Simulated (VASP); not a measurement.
# Ge4S in VASP: notebook

Runs on Ge4S. Level: PBE. Tasks: single point.

Everything below comes from runs of VASP 6.6.1. Logs are shortened: lines on timing, memory, paths and dates and some standing lists are left out, and cuts for length are marked.

### 1 The cell of the first run

The cell holds a slab with vacuum, 5 atoms: a = 4.074 Å, b = 4.074 Å, c = 19.856 Å, α = 90.00°, β = 90.00°, γ = 90.00°.

### 2 Single point, PBE

File INCAR:

```
SYSTEM = Ge4S
PREC     = Accurate       ! precision mode
ENCUT    = 520            ! plane-wave cutoff, eV
EDIFF    = 1E-6           ! SCF threshold, eV
ISMEAR   = 0              ! smearing method
SIGMA    = 0.1            ! smearing width, eV
LREAL    = .False.        ! projectors in reciprocal space
LASPH    = .True.         ! aspherical terms in the spheres
NELM     = 100            ! most SCF steps
ALGO     = Normal         ! electronic algorithm
ISIF     = 2              ! what is computed and relaxed
LWAVE    = .False.        ! write WAVECAR
LCHARG   = .False.        ! write CHGCAR
LDIPOL   = .True.       
IDIPOL   = 3            
DIPOL    = 0.5 0.5 0.349
GGA      = PE             ! functional
NBANDS   = 39             ! bands
```

File KPOINTS:

```
Automatic mesh
0
Gamma
  7 7 1
  0 0 0
```

File POSCAR:

```
Ge4S
1.0
    4.0740542171      0.0000000000      0.0000000000
    0.0000000000      4.0740542171      0.0000000000
    0.0000000000      0.0000000000     19.8557569412
Ge S
4 1
Direct
    0.0000000000      0.5000000000      0.2014529092
    0.0000000000      0.0000000000      0.2739958843
    0.5000000000      0.0000000000      0.3493666172
    0.5000000000      0.5000000000      0.4208228861
    0.7500000000      0.7500000000      0.4985275505
```

Potentials or basis: VASP PAW PBE potentials, release 64 (Ge_d, S).

On the command line:

```
cat potpaw_PBE.64/Ge_d/POTCAR potpaw_PBE.64/S/POTCAR > POTCAR
mpirun -np 1 vasp_std > vasp.out
```

OUTCAR:

```text
SYSTEM = Ge4S
   PREC = Accurate
   ENCUT = 520
   EDIFF = 1E-6
   ISMEAR = 0
   LREAL = .False.
   LASPH = .True.
   NELM = 100
   ISIF = 2
   GGA = PE

 ion  position               nearest neighbor table
   1  0.000  0.500  0.201-   2 2.49   2 2.49
   2  0.000  0.000  0.274-   1 2.49   1 2.49   3 2.53   3 2.53
   3  0.500  0.000  0.349-   4 2.48   4 2.48   2 2.53   2 2.53
   4  0.500  0.500  0.421-   5 2.11   3 2.48   3 2.48
   5  0.750  0.750  0.499-   4 2.11

  LATTYP: Found a simple tetragonal cell.
 ALAT       =     4.0740542171
 C/A-ratio  =     4.8737095490

  Lattice vectors:

 A1 = (   4.0740542171,   0.0000000000,   0.0000000000)
 A2 = (   0.0000000000,   4.0740542171,   0.0000000000)
 A3 = (   0.0000000000,   0.0000000000,  19.8557569412)

Analysis of symmetry for initial positions (statically):
=====================================================================
 Subroutine PRICEL returns:
 Original cell was already a primitive cell.

 Routine SETGRP: Setting up the symmetry group for a
 simple tetragonal supercell.

 Subroutine GETGRP returns: Found  1 space group operations
 (whereof  1 operations were pure point group operations)
 out of a pool of 16 trial point group operations.

The static configuration has the point symmetry C_1 .

Analysis of symmetry for dynamics (positions and initial velocities):
=====================================================================
 Subroutine PRICEL returns:
 Original cell was already a primitive cell.

 Routine SETGRP: Setting up the symmetry group for a
 simple tetragonal supercell.

 Subroutine GETGRP returns: Found  1 space group operations
 (whereof  1 operations were pure point group operations)
 out of a pool of 16 trial point group operations.

The dynamic configuration has the point symmetry C_1 .

 Subroutine INISYM returns: Found  1 space group operations
 (whereof  1 operations are pure point group operations),
 and found     1 'primitive' translations

----------------------------------------------------------------------------------------

                                     Primitive cell

  volume of cell :     329.5642

  direct lattice vectors                    reciprocal lattice vectors
     4.074054217  0.000000000  0.000000000     0.245455742  0.000000000  0.000000000
     0.000000000  4.074054217  0.000000000     0.000000000  0.245455742  0.000000000
     0.000000000  0.000000000 19.855756941     0.000000000  0.000000000  0.050363227

[... 96 lines left out ...]
   POTIM  = 0.5000    time-step for ionic-motion
   TEBEG  =    0.0;   TEEND  =   0.0 temperature during run
   PSTRESS=    0.0 pullay stress
   NELECT =      62.0000    total number of electrons
   NUPDOWN=      -1.0000    fix difference up-down
   EMIN   =  10.00;   EMAX   =-10.00  energy-range for DOS
   EFERMI =   0.00;   METHOD = LEGACY
   ISMEAR =     0;   SIGMA  =   0.10  broadening in eV -4-tet -1-fermi 0-gaus
   EFERMI_NEDOS =   21; number of points for ismear=-14 and -15
   IALGO  =     38    algorithm
   IMIX   =      4    mixing-type and parameters
     AMIX     =   0.40;   BMIX     =  1.00
     AMIX_MAG =   1.60;   BMIX_MAG =  1.00
  volume/ion in A,a.u.               =      65.91       444.80
  Fermi-wavevector in a.u.,A,eV,Ry     =   0.938049  1.772655 11.972247  0.879935
  Thomas-Fermi vector in A             =   2.065221
   LORBIT       =      0    0 simple, 1 ext, 2 COOP (PROOUT), +10 PAW based schemes
   GGA     = PE    functional components
   LHFCALC =     F    Hartree Fock is set to
   AEXX    =    0.0000 exact exchange contribution
   IVDW    =     0    specifies the selected vdW correction
   LEPSILON=     F    determine dielectric tensor
   LRPA    =     F    only Hartree local field effects (RPA)
 non-spin polarized calculation
 Gauss-broadening in eV      SIGMA  =   0.10
  energy-cutoff  :      520.00
  volume of cell :      329.56
 maximum number of plane-waves:      8917
   NGX = 15   NGY = 15   NGZ = 73

 dipolmoment           0.000000      0.000000     -0.074804 electrons x Angstroem

 number of electron      61.9999941 magnetization

 dipolmoment           0.000000      0.000000      0.098382 electrons x Angstroem

 Free energy of the ion-electron system (eV)
  ---------------------------------------------------
  ext. energy  EPLUGINS =         0.00000000
  ---------------------------------------------------
  free energy    TOTEN  =       -19.90292832 eV

  energy without entropy =      -19.88571096  energy(sigma->0) =      -19.89431964

 E-fermi :  -2.0248     XC(G=0):  -4.2691

 val. band max:       -2.0541546112   @ k =   0.1429   0.2857   0.0000
 cond. band min:      -2.0120971304   @ k =   0.0000   0.1429   0.0000
 fundamental gap:      0.0420574808
 Fermi energy:        -2.0247941611

 k-point     1 :       0.0000    0.0000    0.0000
  band No.  band energies     occupation
      1     -26.9502      2.00000
      2     -26.9307      2.00000
      3     -26.8687      2.00000
      4     -26.8579      2.00000
      5     -26.7922      2.00000
      6     -26.5386      2.00000
[... 997 lines left out ...]
     38       3.7334      0.00000
     39       4.2130      0.00000

 [... further k-points ...]

------------------------ aborting loop because EDIFF is reached ----------------------------------------

 vacuum level on the upper side and lower side of the slab       (xc-potential included)         0.371        -0.635

  FORCE on cell =-STRESS in cart. coord.  units (eV):
  Direction    XX          YY          ZZ          XY          YZ          ZX
  --------------------------------------------------------------------------------------
  -------------------------------------------------------------------------------------
  Total       -1.4993543      0.3881094      0.5528116     -0.0052596     -0.9507177      0.6491725
  in kB       -7.2891147      1.8867949      2.6874953     -0.0255694     -4.6219166      3.1559539
  external PRESSURE =      -0.9049415 kB  Pullay stress =       0.0000000 kB

 VOLUME and BASIS-vectors are now :
 -----------------------------------------------------------------------------
  energy-cutoff  :      520.00
  volume of cell :      329.56
      direct lattice vectors                 reciprocal lattice vectors
     4.074054217  0.000000000  0.000000000     0.245455742  0.000000000  0.000000000
     0.000000000  4.074054217  0.000000000     0.000000000  0.245455742  0.000000000
     0.000000000  0.000000000 19.855756941     0.000000000  0.000000000  0.050363227

 POSITION                                       TOTAL-FORCE (eV/Angst)
 -----------------------------------------------------------------------------------
      0.00000      2.03703      4.00000         0.054424      0.013936     -0.131068
      0.00000      0.00000      5.44040        -0.096658      0.198811      0.209263
      2.03703      0.00000      6.93694        -0.235807     -0.280893     -0.495087
      2.03703      2.03703      8.35576         0.103001      0.527480      0.467952
      3.05554      3.05554      9.89864         0.175040     -0.459334     -0.051060
 -----------------------------------------------------------------------------------
    total drift:                                0.000020      0.000006      0.002663

  FREE ENERGIE OF THE ION-ELECTRON SYSTEM (eV)
  ---------------------------------------------------
  free  energy   TOTEN  =       -19.9029283170 eV

  energy  without entropy=      -19.8857109644  energy(sigma->0) =      -19.89431964

 vacuum level on the upper side and lower side of the slab         3.807         2.795
```

OSZICAR:

```text
N       E                     dE             d eps       ncg     rms          rms(c)
DAV:   1     0.561914469195E+03    0.56191E+03   -0.31592E+04  2355   0.248E+03
DAV:   2     0.719020543648E+02   -0.49001E+03   -0.47442E+03  2170   0.650E+02
DAV:   3    -0.154147532797E+02   -0.87317E+02   -0.85673E+02  2707   0.189E+02
[... 17 lines left out ...]
DAV:  21    -0.199029185114E+02   -0.11250E-04   -0.80933E-07  1586   0.583E-03    0.658E-04
DAV:  22    -0.199029231186E+02   -0.46073E-05   -0.15974E-07  1484   0.396E-03    0.509E-04
DAV:  23    -0.199029257376E+02   -0.26190E-05   -0.76602E-08  1460   0.323E-03    0.271E-04
DAV:  24    -0.199029273283E+02   -0.15907E-05   -0.38927E-08  1389   0.194E-03    0.199E-04
DAV:  25    -0.199029283170E+02   -0.98871E-06   -0.27058E-08  1360   0.163E-03
   1 F= -.19902928E+02 E0= -.19894320E+02  d E =-.172174E-01
```

Run time: 15 min. Hardware: 1 thread of Intel Xeon 8259CL, shared host; peak memory 0.52 GiB.

What came out:

* Free energy: -19.9029 eV
* Largest force: 0.713 eV/Å
* Band gap on the k mesh: zero (bands 31 and 32 overlap by 0.40 eV)

Forces in eV/Å, atoms in the order of the input:
```
Ge   0.054  0.014 -0.131
Ge  -0.097  0.199  0.209
Ge  -0.236 -0.281 -0.495
Ge   0.103  0.527  0.468
S    0.175 -0.459 -0.051
```

### 3 Single point, PBE

File INCAR:

```
  PREC = Accurate
  ENCUT = 520
  EDIFF = 1E-7
  ISMEAR = 0
  SIGMA = 0.1
  LREAL = False
  LASPH = True
  NELM = 60
  ALGO = Normal
  ISIF = 2
  LWAVE = False
  LCHARG = False
  LDIPOL = True
  IDIPOL = 3
  DIPOL = 0.5 0.5 0.351
  GGA = PE
  NBANDS = 39
```

File KPOINTS:

```
Automatic mesh
0
Gamma
  7 7 1
```

Edit POSCAR of step 2 so:

```diff
@@ -12,2 +12,2 @@
     0.5000000000      0.5000000000      0.4208228861
-    0.7500000000      0.7500000000      0.4985275505
+    0.6250000000      0.7500000000      0.5091193751
```

Potentials or basis: VASP PAW PBE potentials, release 64 (Ge_d, S).

On the command line:

```
cat potpaw_PBE.64/Ge_d/POTCAR potpaw_PBE.64/S/POTCAR > POTCAR
mpirun -np 1 vasp_std > vasp.out
```

OUTCAR:

```text
PREC = Accurate
   ENCUT = 520
   EDIFF = 1E-7
   ISMEAR = 0
   LREAL = False
   LASPH = True
   NELM = 60
   ISIF = 2
   GGA = PE

 ion  position               nearest neighbor table
   1  0.000  0.500  0.201-   2 2.49   2 2.49
   2  0.000  0.000  0.274-   1 2.49   1 2.49   3 2.53   3 2.53
   3  0.500  0.000  0.349-   4 2.48   4 2.48   2 2.53   2 2.53
   4  0.500  0.500  0.421-   5 2.09   3 2.48   3 2.48
   5  0.625  0.750  0.509-   4 2.09

  LATTYP: Found a simple tetragonal cell.
 ALAT       =     4.0740542171
 C/A-ratio  =     4.8737095490

  Lattice vectors:

 A1 = (   4.0740542171,   0.0000000000,   0.0000000000)
[... 1210 lines left out ...]
  -------------------------------------------------------------------------------------
  Total       -0.9674221      0.2373099      0.5159030     -0.1151882     -0.8954177      0.2218843
  in kB       -4.7031253      1.1536829      2.5080638     -0.5599875     -4.3530754      1.0786912
  external PRESSURE =      -0.3471262 kB  Pullay stress =       0.0000000 kB

 VOLUME and BASIS-vectors are now :
 -----------------------------------------------------------------------------
  energy-cutoff  :      520.00
  volume of cell :      329.56
      direct lattice vectors                 reciprocal lattice vectors
     4.074054217  0.000000000  0.000000000     0.245455742  0.000000000  0.000000000
     0.000000000  4.074054217  0.000000000     0.000000000  0.245455742  0.000000000
     0.000000000  0.000000000 19.855756941     0.000000000  0.000000000  0.050363227

 POSITION                                       TOTAL-FORCE (eV/Angst)
 -----------------------------------------------------------------------------------
      0.00000      2.03703      4.00000         0.011246      0.012693     -0.103439
      0.00000      0.00000      5.44040        -0.023291      0.195997      0.165783
      2.03703      0.00000      6.93694        -0.146220     -0.313007     -0.490109
      2.03703      2.03703      8.35576         0.160842      0.510853      0.493732
      2.54628      3.05554     10.10895        -0.002577     -0.406536     -0.065967
 -----------------------------------------------------------------------------------
    total drift:                               -0.000004     -0.000001      0.002984

  FREE ENERGIE OF THE ION-ELECTRON SYSTEM (eV)
  ---------------------------------------------------
  free  energy   TOTEN  =       -19.8634573053 eV

  energy  without entropy=      -19.8477813340  energy(sigma->0) =      -19.85561932

 vacuum level on the upper side and lower side of the slab         3.917         2.769
```

stdout:

```text
POSCAR found type information on POSCAR GeS
 POSCAR found :  2 types and       5 ions
 scaLAPACK will be used
 LDA part: xc-table for (Slater+PW92), standard interpolation
 POSCAR, INCAR and KPOINTS ok, starting setup
 FFT: planning ... GRIDC
 FFT: planning ... GRID_SOFT
 FFT: planning ... GRID
 WAVECAR not read
 entering main loop
```

It took 16 min on 1 thread of Intel Xeon 8259CL, shared host; peak memory 0.52 GiB.

Results:

| Property | Result |
| --- | --- |
| Free energy | -19.8635 eV |
| Largest force | 0.728 eV/Å |
| Band gap on the k mesh | zero (bands 31 and 32 overlap by 0.36 eV) |

Forces in eV/Å, atoms in the order of the input:
```
Ge   0.011  0.013 -0.103
Ge  -0.023  0.196  0.166
Ge  -0.146 -0.313 -0.490
Ge   0.161  0.511  0.494
S   -0.003 -0.407 -0.066
```

Levels at points of the mesh, in eV from the Fermi level:
```csv
k point,band 27,band 28,band 29,band 30,band 31,band 32,band 33,band 34,band 35,band 36
"(0.00, 0.00, 0.00)",-1.87,-1.16,-1.11,-1.01,-0.17,1.21,1.55,1.82,1.93,2.88
```

[end of part 1 of 2]
